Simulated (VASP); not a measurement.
Runs of VASP 6.6.1 on GaN. The structure is that of space group P6_3mc (No. 186), or close to it. The cells are those of the table. 

```csv
cell,gap on the mesh (eV),pressure (GPa),largest force (eV/Å)
"a = 3.119, b = 3.119, c = 5.233 Å, angles 90.0, 90.0, 120.0°, 4 atoms",2.41,7.6,0.02
"a = 3.199, b = 3.199, c = 5.172 Å, angles 90.0, 90.0, 120.0°, 4 atoms",2.31,-0.5,-
"a = 3.199, b = 3.199, c = 5.168 Å, angles 90.0, 90.0, 120.0°, 4 atoms",2.31,-0.3,0.08
"a = 3.215, b = 3.215, c = 5.159 Å, angles 90.0, 90.0, 120.0°, 4 atoms",2.24,-1.9,0.01
"a = 3.151, b = 3.151, c = 5.208 Å, angles 90.0, 90.0, 120.0°, 4 atoms",2.39,(b),0.01
"a = 3.167, b = 3.167, c = 5.199 Å, angles 90.0, 90.0, 120.0°, 4 atoms",2.37,2.5,(a)
"a = 3.151, b = 3.151, c = 5.215 Å, angles 90.0, 90.0, 120.0°, 4 atoms",2.39,4.1,0.18
"a = 3.183, b = 3.183, c = 5.184 Å, angles 90.0, 90.0, 120.0°, 4 atoms",2.34,1.1,0.01
```

Alike in all rows: task single point; level r2SCAN; potentials or basis VASP PAW PBE potentials, release 64 (Ga_d, N); no spin polarisation; k mesh 8 × 8 × 4; cutoff (eV) 520; smearing gaussian 0.01 eV.

**Question.** Fill in the values left out.

**Answer.** (a) 0.09; (b) 4.3.

Caveats: the PAW data sets were made with another functional, which shifts forces and pressure a little.

A k mesh can miss the band edges, and the runs leave out spin-orbit coupling on Ga.
